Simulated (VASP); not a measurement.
# Cd (P6_3/mmc) in VASP: further runs, part 2 of 2

VASP 6.6.1. Earlier steps stand in the parts before.

## 3. Single point, r2SCAN

This run uses another cell than the first one, of 22.02 Å³/atom.

Contents of POSCAR:

```
Cd
1.0
    2.9617840135      0.0000000000      0.0000000000
   -1.4808920068      2.5649801962      0.0000000000
    0.0000000000      0.0000000000      5.7970252190
Cd
2
Direct
    0.3333333333      0.6666666667      0.2500000000
    0.6666666667      0.3333333333      0.7500000000
```

Contents of INCAR.step1:

```
SYSTEM = Cd
PREC     = Accurate       ! precision mode
ENCUT    = 520            ! plane-wave cutoff, eV
ISMEAR   = 0              ! smearing method
SIGMA    = 0.1            ! smearing width, eV
LREAL    = .FALSE.        ! projectors in reciprocal space
LASPH    = .TRUE.         ! aspherical terms in the spheres
NELM     = 60             ! most SCF steps
NBANDS   = 19             ! bands
GGA      = PE             ! functional
ALGO     = Normal         ! electronic algorithm
EDIFF    = 1E-4           ! SCF threshold, eV
LWAVE    = .TRUE.         ! write WAVECAR
LCHARG   = .FALSE.        ! write CHGCAR
```

Contents of INCAR.step2:

```
SYSTEM = Cd
PREC     = Accurate       ! precision mode
ENCUT    = 520            ! plane-wave cutoff, eV
EDIFF    = 1E-6           ! SCF threshold, eV
ISMEAR   = 0              ! smearing method
SIGMA    = 0.1            ! smearing width, eV
LREAL    = .FALSE.        ! projectors in reciprocal space
LASPH    = .TRUE.         ! aspherical terms in the spheres
NELM     = 60             ! most SCF steps
ALGO     = Normal         ! electronic algorithm
ISIF     = 2              ! what is computed and relaxed
LWAVE    = .FALSE.        ! write WAVECAR
LCHARG   = .FALSE.        ! write CHGCAR
METAGGA  = R2SCAN         ! meta-GGA
LMIXTAU  = .TRUE.       
NBANDS   = 19             ! bands
ISTART   = 1
```

Contents of KPOINTS:

```
regular mesh
0
G
  24 24 10
  0 0 0
```

Potentials or basis: VASP PAW PBE potentials, release 64 (Cd).

Launch:

```
$ cat potpaw_PBE.64/Cd/POTCAR > POTCAR
$ cp INCAR.step1 INCAR
$ mpirun -np 1 vasp_std > vasp.out
$ cp INCAR.step2 INCAR
$ mpirun -np 1 vasp_std > vasp.out
```

OUTCAR:

```text
SYSTEM = Cd
   PREC = Accurate
   ENCUT = 520
   EDIFF = 1E-6
   ISMEAR = 0
   LREAL = .FALSE.
   LASPH = .TRUE.
   NELM = 60
   ISIF = 2
   METAGGA = R2SCAN
   ISTART = 1

 ion  position               nearest neighbor table
   1  0.333  0.667  0.250-   2 3.37   2 3.37   2 3.37   2 3.37   2 3.37   2 3.37
   2  0.667  0.333  0.750-   1 3.37   1 3.37   1 3.37   1 3.37   1 3.37   1 3.37

  LATTYP: Found a hexagonal cell.
 ALAT       =     2.9617840135
 C/A-ratio  =     1.9572748021

  Lattice vectors:

 A1 = (   2.9617840135,   0.0000000000,   0.0000000000)
 A2 = (  -1.4808920068,   2.5649801962,   0.0000000000)
 A3 = (   0.0000000000,   0.0000000000,   5.7970252190)

Analysis of symmetry for initial positions (statically):
=====================================================================
 Subroutine PRICEL returns:
 Original cell was already a primitive cell.

 Routine SETGRP: Setting up the symmetry group for a
 hexagonal supercell.

 Subroutine GETGRP returns: Found 24 space group operations
 (whereof 12 operations were pure point group operations)
 out of a pool of 24 trial point group operations.

The static configuration has the point symmetry D_3d.
[... 158 lines left out ...]
  ext. energy  EPLUGINS =         0.00000000
  ---------------------------------------------------
  free energy    TOTEN  =       -40.20102338 eV

  energy without entropy =      -40.19917744  energy(sigma->0) =      -40.20010041

 E-fermi :   2.7742     XC(G=0): -11.6715

 val. band max:        2.7526144873   @ k =   0.3750   0.1250   0.1000
 cond. band min:       2.7794398877   @ k =   0.3750   0.0833   0.0000
 fundamental gap:      0.0268254004
 Fermi energy:         2.7741588128

 k-point     1 :       0.0000    0.0000    0.0000
  band No.  band energies     occupation
      1      -7.5612      2.00000
      2      -7.3429      2.00000
      3      -6.8760      2.00000
      4      -6.8760      2.00000
      5      -6.8350      2.00000
      6      -6.8350      2.00000
[... 505 lines left out ...]
      6      -6.5005      2.00000
[... 11 lines left out ...]
     18      15.8603      0.00000
     19      16.7977      0.00000

 [... further k-points ...]
[... 5 lines left out ...]
  --------------------------------------------------------------------------------------
  -------------------------------------------------------------------------------------
  Total        0.1681278      0.1681278      0.0076821     -0.0000000      0.0000000      0.0000000
  in kB        6.1165636      6.1165636      0.2794786     -0.0000000      0.0000000      0.0000000
  external PRESSURE =       4.1708686 kB  Pullay stress =       0.0000000 kB

 VOLUME and BASIS-vectors are now :
 -----------------------------------------------------------------------------
  energy-cutoff  :      520.00
  volume of cell :       44.04
      direct lattice vectors                 reciprocal lattice vectors
     2.961784013  0.000000000  0.000000000     0.337634343  0.194933279  0.000000000
    -1.480892007  2.564980196  0.000000000     0.000000000  0.389866558  0.000000000
     0.000000000  0.000000000  5.797025219     0.000000000  0.000000000  0.172502268

 POSITION                                       TOTAL-FORCE (eV/Angst)
 -----------------------------------------------------------------------------------
     -0.00000      1.70999      1.44926        -0.000000      0.000000      0.000000
      1.48089      0.85499      4.34777         0.000000     -0.000000      0.000000
 -----------------------------------------------------------------------------------
    total drift:                               -0.000000      0.000000     -0.000000

  FREE ENERGIE OF THE ION-ELECTRON SYSTEM (eV)
  ---------------------------------------------------
  free  energy   TOTEN  =       -40.2010233784 eV

  energy  without entropy=      -40.1991774402  energy(sigma->0) =      -40.20010041
```

OUTCAR.step1:

```text
SYSTEM = Cd
   PREC = Accurate
   ENCUT = 520
   ISMEAR = 0
   LREAL = .FALSE.
   LASPH = .TRUE.
[... 753 lines left out ...]
     -0.00000      1.70999      1.44926        -0.000000      0.000000      0.000000
      1.48089      0.85499      4.34777         0.000000     -0.000000      0.000000
 -----------------------------------------------------------------------------------
    total drift:                               -0.000000      0.000000     -0.000000

  FREE ENERGIE OF THE ION-ELECTRON SYSTEM (eV)
  ---------------------------------------------------
  free  energy   TOTEN  =        -1.4763744962 eV

  energy  without entropy=       -1.4743830001  energy(sigma->0) =       -1.47537875
```

It took 10 min on 1 thread of Intel Xeon 8259CL, shared host; peak memory 0.37 GiB.

What came out:

* Free energy: -40.2010 eV
* Pressure: 0.4 GPa
* Band gap on the k mesh: zero (bands 12 and 13 overlap by 4.56 eV)

Caveat: the PAW data sets were made with another functional, which shifts forces and pressure a little.

The gap in the log of VASP goes by the Fermi energy; the results here count the filled bands.